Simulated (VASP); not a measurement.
Crystal: W.

```xyz
1
Lattice="-1.5848 1.5848 1.5848 1.5848 -1.5848 1.5848 1.5848 1.5848 -1.5848" Properties=species:S:1:pos:R:3 pbc="T T T"
W     0.0000    0.0000    0.0000
```

Base run:

```yaml
Program: VASP 6.6.1
Functional: r2SCAN
Potentials_or_basis: VASP PAW PBE potentials, release 64 (W_sv)
Cutoff: 520 eV
k_mesh: 14 × 14 × 14
Occupations: methfessel-paxton, width 0.01 eV
Spin: no spin polarisation
```

Its results: band gap on the k mesh zero (bands 7 and 8 overlap by 6.58 eV); pressure 1.4 GPa.

Question: The run is repeated on the same cell with these changes: occupations from methfessel-paxton, width 0.01 eV to fermi-dirac, width 0.6 eV. What comes out?

Answer: Band gap on the k mesh zero (bands 7 and 8 overlap by 6.59 eV); pressure 4.4 GPa.

Caveats: the PAW data sets were made with another functional, which shifts forces and pressure a little; spin-orbit coupling is left out, which moves the levels of the heavy elements; the cell stands under pressure (at least some runs); so wide a smearing shifts energies and pressures (at least some runs).
